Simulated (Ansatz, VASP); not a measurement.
One calculation of Mn, two programs

```xyz
1
Lattice="2.6143 0.0000 0.0000 0.0000 2.6143 0.0000 0.0000 0.0000 23.8000" Properties=species:S:1:pos:R:3 pbc="T T T"
Mn    0.0000    0.0000    7.0001
```

Alike in both runs: task relaxation of the atoms; functional PBE; k mesh 10 × 10 × 1; occupations fermi-dirac, width 0.05 eV; collinear spin.

|  | VASP | Ansatz |
| --- | --- | --- |
| version | VASP 6.6.1 | Ansatz 0.2.0 |
| potentials or method | VASP PAW PBE potentials, release 64 (Mn_pv), cutoff 520 eV | all-electron LAPW, scalar-relativistic |

|  | VASP | Ansatz | Ansatz less VASP |
| --- | --- | --- | --- |
| net moment per atom (μB) | 4.32 | 4.32 | +0.002 |
| size of the moment on the site where the two differ most (μB) | 3.89 | 3.95 | +0.058 |

Site moments also hang on the region over which each program counts them. Ansatz ran all-electron here, and VASP with PAW potentials.

Noted on VASP's run: the relaxation stopped at its first step, so nothing moved. Noted on Ansatz's run: the relaxation stopped at its first step, so nothing moved.
